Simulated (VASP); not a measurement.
Wanted: the native input for a VASP 6.6.1 run.

- Task: single point
- Functional: LDA
- Potentials or basis: VASP PAW LDA potentials, release 64 (Ga_d, Sb)
- Cutoff: 520 eV
- k mesh: 10 × 10 × 10
- Occupations: gaussian, width 0.15 eV
- Spin: no spin polarisation
- Dipole correction: no
- Further INCAR settings: ALGO = Normal; EDIFF = 1e-06; NBANDS = 22

The structure of GaSb3 lies in POSCAR:

```
GaSb3
1.0
    0.0000000000      3.5227363365      3.5227363365
    3.5227363365      0.0000000000      3.5227363365
    3.5227363365      3.5227363365      0.0000000000
Ga Sb
1 3
Direct
    0.0000000000      0.0000000000      0.0000000000
    0.2500000000      0.2500000000      0.2500000000
    0.7500000000      0.7500000000      0.7500000000
    0.5000000000      0.5000000000      0.5000000000
```

This cell differs from its parent crystal: volume 21.858 Å^3 an atom, c/a of the conventional cell 1.0000.

One way to write it, as run:

INCAR

```
SYSTEM = GaSb3
PREC     = Accurate       ! precision mode
ENCUT    = 520            ! plane-wave cutoff, eV
EDIFF    = 1E-6           ! SCF threshold, eV
ISMEAR   = 0              ! smearing method
SIGMA    = 0.15           ! smearing width, eV
LREAL    = .FALSE.        ! projectors in reciprocal space
LASPH    = .TRUE.         ! aspherical terms in the spheres
NELM     = 100            ! most SCF steps
ALGO     = Normal         ! electronic algorithm
ISIF     = 2              ! what is computed and relaxed
LWAVE    = .FALSE.        ! write WAVECAR
LCHARG   = .FALSE.        ! write CHGCAR
NBANDS   = 22             ! bands
```

KPOINTS

```
Automatic mesh
0
G
  10 10 10
  0 0 0
```

Potentials or basis: VASP PAW LDA potentials, release 64 (Ga_d, Sb).

Run with:

```bash
$ cat potpaw_LDA.64/Ga_d/POTCAR potpaw_LDA.64/Sb/POTCAR > POTCAR
$ mpirun -np 1 vasp_std > vasp.out
```

It gave:

| Item | Value |
| --- | --- |
| Pressure | 7.1 GPa |
| Band gap on the k mesh | zero (band 14 reaches 11.15 eV, above the bottom of band 15 at 7.03 eV) |

Caveat: spin-orbit coupling is left out, which moves the levels of the heavy elements.

It took 58 s on 1 thread of Intel(R) Xeon(R) Platinum 8375C CPU @ 2.90GHz (Ice Lake), with other jobs on the host, peak memory 0.25 GiB.
